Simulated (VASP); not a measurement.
# BeSe (gw) (F-43m) in VASP: G0W0 quasiparticle levels with PBEsol

Aim: the G0W0 quasiparticle levels of BeSe (gw) with PBEsol.

All numbers are computed with VASP 6.6.1; they aren't measurements. Logs are shortened: lines on timing, memory, paths and dates and some standing lists are left out, and cuts for length are marked.

## (1) The cell of the first run

Symmetry: F-43m, No. 216, cubic system. The conventional cell has a = 5.077 Å, b = 5.077 Å, c = 5.077 Å, α = 90.00°, β = 90.00°, γ = 90.00°. Within 2.9 Å of Be (site symmetry -43m) lie 4 Se at 2.20 Å. Within 2.9 Å of Se (site symmetry -43m) lie 4 Be at 2.20 Å.

## (2) G0W0 quasiparticle levels, PBEsol

Contents of POSCAR:

```
BeSe
1.0
    0.0000000000      2.5387430743      2.5387430743
    2.5387430743      0.0000000000      2.5387430743
    2.5387430743      2.5387430743      0.0000000000
Be Se
1 1
Direct
    0.0000000000      0.0000000000      0.0000000000
    0.2500000000      0.2500000000      0.2500000000
```

Contents of INCAR.step1:

```
ALGO = Normal
EDIFF = 1E-8
ENCUT = 500
GGA = PS
ISMEAR = 0
LASPH = True
LCHARG = False
LREAL = False
LWAVE = True
NELM = 100
PREC = Accurate
SIGMA = 0.01
```

Contents of INCAR.step2:

```
ALGO = Exact
EDIFF = 1E-8
ENCUT = 500
GGA = PS
ISMEAR = 0
ISTART = 1
LASPH = True
LCHARG = False
LOPTICS = True
LREAL = False
LWAVE = True
NBANDS = 78
NELM = 1
PREC = Accurate
SIGMA = 0.01
```

Contents of INCAR.step3:

```
ALGO = EVGW0
EDIFF = 1E-8
ENCUT = 500
ENCUTGW = 100.0
GGA = PS
ISMEAR = 0
ISTART = 1
LASPH = True
LCHARG = False
LREAL = False
LWAVE = False
NBANDS = 78
NBANDSGW = 12
NELMGW = 1
NOMEGA = 48
PREC = Accurate
PRECFOCK = Fast
SIGMA = 0.01
```

Contents of KPOINTS:

```
k-points
0
Gamma
  4 4 4
```

Potentials or basis: VASP PAW PBE potentials, release 64 (Be_GW, Se_GW).

Command:

```
> cat potpaw_PBE.64/Be_GW/POTCAR potpaw_PBE.64/Se_GW/POTCAR > POTCAR
> cp INCAR.step1 INCAR
> mpirun -np 1 vasp_std > vasp.out
> cp INCAR.step2 INCAR
> mpirun -np 1 vasp_std > vasp.out
> cp INCAR.step3 INCAR
> mpirun -np 1 vasp_std > vasp.out
```

OUTCAR:

```text
EDIFF = 1E-8
   ENCUT = 500
   ENCUTGW = 100.0
   GGA = PS
   ISMEAR = 0
   ISTART = 1
   LASPH = True
   LREAL = False
   NELMGW = 1
   PREC = Accurate
   PRECFOCK = Fast

 ion  position               nearest neighbor table
   1  0.000  0.000  0.000-   2 2.20   2 2.20   2 2.20   2 2.20
   2  0.250  0.250  0.250-   1 2.20   1 2.20   1 2.20   1 2.20

  LATTYP: Found a face centered cubic cell.
 ALAT       =     5.0774861486

  Lattice vectors:

 A1 = (   0.0000000000,   2.5387430743,   2.5387430743)
 A2 = (   2.5387430743,   0.0000000000,   2.5387430743)
 A3 = (   2.5387430743,   2.5387430743,   0.0000000000)

Analysis of symmetry for initial positions (statically):
=====================================================================
 Subroutine PRICEL returns:
 Original cell was already a primitive cell.

 Routine SETGRP: Setting up the symmetry group for a
 face centered cubic supercell.

 Subroutine GETGRP returns: Found 24 space group operations
 (whereof 24 operations were pure point group operations)
 out of a pool of 48 trial point group operations.

The static configuration has the point symmetry T_d .

Analysis of symmetry for dynamics (positions and initial velocities):
=====================================================================
 Subroutine PRICEL returns:
 Original cell was already a primitive cell.

 Routine SETGRP: Setting up the symmetry group for a
 face centered cubic supercell.

 Subroutine GETGRP returns: Found 24 space group operations
 (whereof 24 operations were pure point group operations)
 out of a pool of 48 trial point group operations.

The dynamic configuration has the point symmetry T_d .

 Subroutine INISYM returns: Found 24 space group operations
 (whereof 24 operations are pure point group operations),
 and found     1 'primitive' translations

----------------------------------------------------------------------------------------

                                     Primitive cell

  volume of cell :      32.7255

  direct lattice vectors                    reciprocal lattice vectors
     0.000000000  2.538743074  2.538743074    -0.196947854  0.196947854  0.196947854
     2.538743074  0.000000000  2.538743074     0.196947854 -0.196947854  0.196947854
     2.538743074  2.538743074  0.000000000     0.196947854  0.196947854 -0.196947854

  length of vectors
     3.590324887  3.590324887  3.590324887     0.341123689  0.341123689  0.341123689

  position of ions in fractional coordinates (direct lattice)
     0.000000000  0.000000000  0.000000000
     0.250000000  0.250000000  0.250000000

  ion indices of the primitive-cell ions
   primitive index   ion index
                 1           1
                 2           2

----------------------------------------------------------------------------------------

 KPOINTS: k-points

Automatic generation of k-mesh.
 Grid dimensions read from file:
 generate k-points for:    4    4    4

 Generating k-lattice:

  Cartesian coordinates                     Fractional coordinates (reciprocal lattice)
    -0.049236963  0.049236963  0.049236963     0.250000000  0.000000000  0.000000000
     0.049236963 -0.049236963  0.049236963     0.000000000  0.250000000  0.000000000
     0.049236963  0.049236963 -0.049236963     0.000000000  0.000000000  0.250000000

  Length of vectors
     0.085280922  0.085280922  0.085280922

  Shift w.r.t. Gamma in fractional coordinates (k-lattice)
     0.000000000  0.000000000  0.000000000

 Subroutine IBZKPT returns following result:
 ===========================================

 Found      8 irreducible k-points:

 Following reciprocal coordinates:
            Coordinates               Weight
  0.000000  0.000000  0.000000      1.000000
  0.250000  0.000000  0.000000      8.000000
  0.500000  0.000000  0.000000      4.000000
  0.250000  0.250000  0.000000      6.000000
  0.500000  0.250000  0.000000     24.000000
 -0.250000  0.250000  0.000000     12.000000
  0.500000  0.500000  0.000000      3.000000
 -0.250000  0.500000  0.250000      6.000000
   k-points           NKPTS =      8   k-points in BZ     NKDIM =     64   number of bands    NBANDS=     78
   number of dos      NEDOS =    301   number of ions     NIONS =      2
   total plane-waves  NPLWV =  21952
   dimension x,y,z NGX =    28 NGY =   28 NGZ =   28
   dimension x,y,z NGXF=    56 NGYF=   56 NGZF=   56
   ions per type =               1   1
   NGX,Y,Z   is equivalent  to a cutoff of  12.97, 12.97, 12.97 a.u.
   NGXF,Y,Z  is equivalent  to a cutoff of  25.93, 25.93, 25.93 a.u.
 SYSTEM =  unknown system
   PREC   = accura    normal or accurate (medium, high low for compatibility)
   ISTART =      1    job   : 0-new  1-cont  2-samecut
   ICHARG =      0    charge: 1-file 2-atom 10-const
   ISPIN  =      1    spin polarized calculation?
   LNONCOLLINEAR =      F non collinear calculations
   LSORBIT =      F    spin-orbit coupling
   LASPH  =      T    aspherical Exc in radial PAW
   ENCUT  =  500.0 eV  36.75 Ry    6.06 a.u.   6.55  6.55  6.55*2*pi/ulx,y,z
   NELM   =     60;   NELMIN=  2; NELMDL=  0     # of ELM steps
   EDIFF  = 0.1E-07   stopping-criterion for ELM
   LREAL  =      F    real-space projection
   EDIFFG = 0.1E-06   stopping-criterion for IOM
   NSW    =      0    number of steps for IOM
   IBRION =     -1    ionic relax: 0-MD 1-quasi-New 2-CG
   NFREE  =      0    steps in history (QN), initial steepest desc. (CG)
   ISIF   =      0    stress and relaxation
   ISYM   =      3    0-nonsym 1-usesym 2-fastsym
   POTIM  = 0.5000    time-step for ionic-motion
   TEBEG  =    0.0;   TEEND  =   0.0 temperature during run
   PSTRESS=    0.0 pullay stress
   NELECT =       8.0000    total number of electrons
   NUPDOWN=      -1.0000    fix difference up-down
   EMIN   =  10.00;   EMAX   =-10.00  energy-range for DOS
   EFERMI =   0.00;   METHOD = LEGACY
   ISMEAR =     0;   SIGMA  =   0.01  broadening in eV -4-tet -1-fermi 0-gaus
   EFERMI_NEDOS =   21; number of points for ismear=-14 and -15
   IALGO  =     38    algorithm
   IMIX   =      4    mixing-type and parameters
     AMIX     =   0.40;   BMIX     =  1.00
     AMIX_MAG =   1.60;   BMIX_MAG =  1.00
  volume/ion in A,a.u.               =      16.36       110.42
  Fermi-wavevector in a.u.,A,eV,Ry     =   1.023629  1.934379 14.256417  1.047817
  Thomas-Fermi vector in A             =   2.157373
   LORBIT       =      0    0 simple, 1 ext, 2 COOP (PROOUT), +10 PAW based schemes
   GGA     = PS    functional components
   LHFCALC =     T    Hartree Fock is set to
   PRECFOCK=fast      Normal, Fast or Accurate (Low or Medium for compatibility)
   ENCUT4O =  -1.0   cutoff for four orbital integrals eV
   NKREDX  =     1    reduce k-point grid by
   NKREDY  =     1    reduce k-point grid by
   NKREDZ  =     1    reduce k-point grid by
   AEXX    =    1.0000 exact exchange contribution
   HFSCREEN=    0.0000 screening length (either q_TF or 0.3 A-1)
   HFSCREENC=   0.0000 screening length for correlation (either q_TF or 0.3 A-1)
   ENCUTFOCK=  -1.0 apply spherical cutoff to Coloumb kernel
   IVDW    =     0    specifies the selected vdW correction
   LEPSILON=     F    determine dielectric tensor
   LRPA    =     F    only Hartree local field effects (RPA)
   LRPAFORCE           =     F    calculate RPA forces
   ENCUTGW             = 100.0    cutoff for response function in eV
   ENCUTGWSOFT         =  80.0    soft cutoff for Coulomb kernel in GW response function in eV
   ENCUTLF             =  -1.0    cutoff for local field effects
   NELMGW              =     1    number of iterations in solving QP/BSE equation
   NELMHF              =     1    number of iterations in the inner HF iteration
   NKREDLFX            =     1    NKREDLFY  =   1   NKREDLFZ  =   1
 non-spin polarized calculation
 Gauss-broadening in eV      SIGMA  =   0.01
  energy-cutoff  :      500.00
  volume of cell :       32.73
 maximum number of plane-waves:       869
 NGX is ok and might be reduce to    28
  NGX = 16; NGY = 16; NGZ = 16
   NGX = 13   NGY = 13   NGZ = 13
 maximum number of plane-waves:        80
 NGX is ok and might be reduce to    14

 QP shifts <psi_nk| G(iteration)W_0 |psi_nk>: iteration 1
 for sc-GW calculations column KS-energies equals QP-energies in previous step
 and V_xc(KS)=  KS-energies - (<T + V_ion + V_H > + <T+V_H+V_ion>^1  + <V_x>^1)

 k-point   1 :       0.0000    0.0000    0.0000
  band No.  KS-energies  QP-energies   sigma(KS)   V_xc(KS)     V^pw_x(r,r')   Z            occupation Imag(sigma)

      1     -10.7596     -11.6367     -13.4479     -12.2780     -20.1574       0.7497       2.0000       1.4247
      2       3.3345       2.6640     -13.4951     -12.6513     -15.1268       0.7945       2.0000       0.0713
      3       3.3345       2.6640     -13.4951     -12.6513     -15.1268       0.7945       2.0000       0.0713
      4       3.3345       2.6640     -13.4951     -12.6513     -15.1268       0.7945       2.0000       0.0713
      5       7.8210       8.5743      -9.3453     -10.2934      -5.0426       0.7945       0.0000      -0.0957
      6       8.2855       8.8875      -9.2755     -10.0394      -4.9852       0.7881       0.0000      -0.0930
      7       8.2855       8.8875      -9.2755     -10.0394      -4.9852       0.7881       0.0000      -0.0930
      8       8.2855       8.8875      -9.2755     -10.0394      -4.9852       0.7881       0.0000      -0.0930
      9      15.4161      15.6463      -8.3897      -8.6951      -2.4649       0.7537       0.0000      -0.3457
     10      15.9294      16.4316      -9.5907     -10.2400      -4.3367       0.7735       0.0000      -0.2610
     11      15.9294      16.4316      -9.5907     -10.2400      -4.3367       0.7735       0.0000      -0.2610
     12      17.8570      18.1682      -8.0883      -8.4914      -2.2162       0.7719       0.0000      -0.4398

 k-point   2 :       0.2500    0.0000    0.0000
  band No.  KS-energies  QP-energies   sigma(KS)   V_xc(KS)     V^pw_x(r,r')   Z            occupation Imag(sigma)

      1     -10.1467     -10.9047     -13.5163     -12.4933     -20.1069       0.7410       2.0000       1.3160
      2      -0.2515      -1.1107     -12.4775     -11.3583     -14.9322       0.7676       2.0000       0.1077
      3       2.6645       1.9590     -13.2280     -12.3352     -14.9640       0.7902       2.0000       0.0728
      4       2.6645       1.9590     -13.2280     -12.3352     -14.9640       0.7902       2.0000       0.0728
      5       7.8371       8.4404      -9.3040     -10.0663      -5.0761       0.7914       0.0000      -0.0929
      6       9.2159       9.8302      -9.4049     -10.1901      -4.9286       0.7823       0.0000      -0.1059
      7       9.2159       9.8302      -9.4049     -10.1901      -4.9286       0.7823       0.0000      -0.1059
      8      11.8320      12.5224      -9.8599     -10.7639      -4.8711       0.7637       0.0000      -0.1616
      9      14.5883      15.0274      -9.0364      -9.6003      -3.8762       0.7789       0.0000      -0.2413
     10      14.5883      15.0274      -9.0364      -9.6003      -3.8762       0.7789       0.0000      -0.2413
     11      15.3399      15.6423      -8.0970      -8.4917      -2.3795       0.7661       0.0000      -0.3348
     12      18.4005      18.8099      -8.5720      -9.1099      -2.3912       0.7613       0.0000      -0.5681
[... 68 lines left out ...]
      1      -8.7986      -9.3595     -13.9268     -13.1635     -20.1402       0.7347       2.0000       1.0549
      2      -1.9938      -3.0041     -12.3664     -11.0025     -15.5886       0.7408       2.0000       0.1693
      3       0.5065      -0.3413     -12.7035     -11.6064     -15.0189       0.7728       2.0000       0.0954
      4       0.5065      -0.3413     -12.7035     -11.6064     -15.0189       0.7728       2.0000       0.0954
      5       5.7005       6.0905      -8.3971      -8.8797      -4.5761       0.8083       0.0000      -0.0788
      6       7.4152       7.7946      -8.9506      -9.4254      -4.9105       0.7990       0.0000      -0.0877
      7      15.3306      16.0804     -10.1113     -11.1308      -3.9111       0.7355       0.0000      -0.3618
      8      15.3306      16.0804     -10.1113     -11.1308      -3.9111       0.7355       0.0000      -0.3618
      9      18.3309      18.9987     -10.3471     -11.2330      -4.0622       0.7537       0.0000      -0.6024
     10      18.4039      19.1131      -9.0095      -9.9442      -2.5698       0.7587       0.0000      -0.5936
     11      19.8523      20.3129      -9.7057     -10.2969      -3.7717       0.7792       0.0000      -0.6530
     12      19.8523      20.3129      -9.7057     -10.2969      -3.7717       0.7792       0.0000      -0.6530

 k-point   8 :      -0.2500    0.5000    0.2500
  band No.  KS-energies  QP-energies   sigma(KS)   V_xc(KS)     V^pw_x(r,r')   Z            occupation Imag(sigma)

      1      -8.7564      -9.3121     -13.9742     -13.2123     -20.1749       0.7293       2.0000       1.0358
      2      -1.2578      -2.2588     -12.5907     -11.2511     -15.5772       0.7473       2.0000       0.1417
      3      -0.7426      -1.6397     -12.2301     -11.0513     -14.8192       0.7610       2.0000       0.1169
      4      -0.2087      -1.0527     -12.0782     -10.9815     -14.3924       0.7695       2.0000       0.1013
      5       9.3773       9.8249      -9.3552      -9.9211      -5.1464       0.7911       0.0000      -0.1026
      6      10.5041      11.1830      -9.0713      -9.9534      -4.0080       0.7696       0.0000      -0.1417
      7      10.6001      11.0936      -8.8374      -9.4671      -4.1819       0.7837       0.0000      -0.1195
      8      11.5491      12.1739     -10.1566     -10.9736      -5.1653       0.7647       0.0000      -0.1579
      9      16.9898      17.6458     -10.1988     -11.0783      -3.9883       0.7459       0.0000      -0.5003
     10      17.1535      17.8273      -9.7471     -10.6397      -3.6594       0.7549       0.0000      -0.4356
     11      19.6415      20.2567      -9.5279     -10.3309      -3.2988       0.7662       0.0000      -0.6050
     12      20.4834      21.0210      -9.3451     -10.0282      -3.1173       0.7870       0.0000      -0.8235
```

It took 92 s on 1 thread of Intel Xeon 8259CL, shared host; peak memory 0.29 GiB.

Results:

* Band gap on the k mesh, mean-field level: 2.37 eV, indirect (least direct gap 4.49 eV)
* Quasiparticle gap: 3.43 eV
* Least direct quasiparticle gap: 5.91 eV

Caveat: the k points lie up to 0.54 Å⁻¹ apart; bands, screening cutoff and mesh are small and nothing is extrapolated, so the quasiparticle values aren't converged. A k mesh can miss the band edges.
